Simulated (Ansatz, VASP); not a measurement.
**InGa26As27: VASP beside Ansatz**

```
CELL_PARAMETERS angstrom
0.00000 8.48055 8.48055
8.48055 0.00000 8.48055
8.48055 8.48055 0.00000
ATOMIC_POSITIONS crystal
In 0.00035 0.99984 0.99949
Ga 0.00015 0.99992 0.33470
Ga 0.00004 0.00008 0.66439
Ga 0.00011 0.33486 0.00014
Ga 0.99963 0.33352 0.33332
Ga 0.99985 0.33496 0.66494
Ga 0.00017 0.66497 0.00008
Ga 0.00001 0.66473 0.33520
Ga 0.00039 0.66637 0.66674
Ga 0.33516 0.00011 0.00012
Ga 0.33350 0.99972 0.33343
Ga 0.33512 0.99996 0.66479
Ga 0.33329 0.33350 0.99975
Ga 0.33338 0.33331 0.33360
Ga 0.33311 0.33293 0.66685
Ga 0.33507 0.66475 0.00033
Ga 0.33318 0.66686 0.33305
Ga 0.33302 0.66689 0.66696
Ga 0.66490 0.00030 0.99993
Ga 0.66492 0.00002 0.33493
Ga 0.66647 0.00035 0.66652
Ga 0.66471 0.33500 0.00025
Ga 0.66702 0.33306 0.33299
Ga 0.66691 0.33303 0.66684
Ga 0.66673 0.66660 0.00039
Ga 0.66697 0.66695 0.33305
Ga 0.66640 0.66654 0.66667
As 0.08795 0.08754 0.08749
As 0.08325 0.08322 0.41631
As 0.08796 0.08774 0.73615
As 0.08311 0.41693 0.08310
As 0.08310 0.41670 0.41694
As 0.08317 0.41637 0.75019
As 0.08801 0.73656 0.08784
As 0.08327 0.74997 0.41664
As 0.08318 0.75017 0.75013
As 0.41689 0.08333 0.08321
As 0.41695 0.08310 0.41677
As 0.41650 0.08307 0.75021
As 0.41671 0.41670 0.08339
As 0.41681 0.41667 0.41667
As 0.41665 0.41665 0.74985
As 0.41665 0.75022 0.08322
As 0.41673 0.74984 0.41674
As 0.41639 0.75002 0.75038
As 0.73700 0.08773 0.08758
As 0.75019 0.08311 0.41649
As 0.75014 0.08319 0.75001
As 0.75017 0.41659 0.08312
As 0.74979 0.41677 0.41667
As 0.74988 0.41652 0.75031
As 0.75021 0.75035 0.08314
As 0.75007 0.75010 0.41670
As 0.75004 0.74995 0.75000
```

Alike in both runs: task single point; functional PBE; k mesh 1 × 1 × 1; occupations gaussian, width 0.05 eV; collinear spin.

|  | VASP | Ansatz |
| --- | --- | --- |
| version | VASP 6.6.1 | Ansatz 0.2.0 |
| potentials or method | VASP PAW PBE potentials, release 64 (In_d, Ga_d, As), cutoff 400 eV | scalar-relativistic, plane waves, PAW |
| valence electrons in the cell | 486 | 756 |

|  | VASP | Ansatz | Ansatz less VASP |
| --- | --- | --- | --- |
| gap on the k mesh at the Fermi level (eV) | 0.50 | 0.49 | -0.004 |
| rms of the force components (eV/Å) | 0.017 | 0.017 | +0.0005 |
| net moment per atom (μB) | 0.00 | 0.00 | 0.000 |

Atom by atom the forces differ by 0.002 eV/Å (rms over components). VASP's potentials hold 486 valence electrons a cell and Ansatz's 756, so a difference there can come from the potentials and not from the codes. Ansatz's warnings: seeded moment not kept.
